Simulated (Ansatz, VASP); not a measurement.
# As in VASP and in Ansatz

```
As
1.0
     4.40857    0.00000    0.00000
    -2.20429    3.81794    0.00000
     0.00000    0.00000    5.58439
As
4
Direct
  0.00000 0.00000 0.25000
  0.00000 0.00000 0.75000
  0.33333 0.66667 0.75000
  0.66667 0.33333 0.25000
```

Alike in both runs: task relaxation of cell and atoms; functional r2SCAN; k mesh 12 × 12 × 8; occupations gaussian, width 0.1 eV; no spin polarisation.

|  | VASP | Ansatz |
| --- | --- | --- |
| version | VASP 6.6.1 | Ansatz 0.2.0 |
| potentials or method | VASP PAW PBE potentials, release 64 (As), cutoff 600 eV | scalar-relativistic, plane waves, PAW |
| valence electrons in the cell | 20 | 60 |

Ansatz gave:

| Quantity | Value |
| --- | --- |
| gap on the k mesh at the Fermi level, each at its own relaxed structure (eV) | none |
| relaxed volume (Å³/atom) | 23.25 |
| relaxed length of the cell vector where the two differ most in proportion (Å) | 5.468 |

Task: What did VASP give for the same quantities?

Result: gap on the k mesh at the Fermi level, each at its own relaxed structure (eV): none; relaxed volume (Å³/atom): 23.25; relaxed length of the cell vector where the two differ most in proportion (Å): 5.461.

VASP's potentials were made for PBE, not for r2SCAN. A gap of «none» marks a metal or a gap that the smearing closes. VASP's potentials hold 20 valence electrons a cell and Ansatz's 60, so a difference there can come from the potentials and not from the codes.
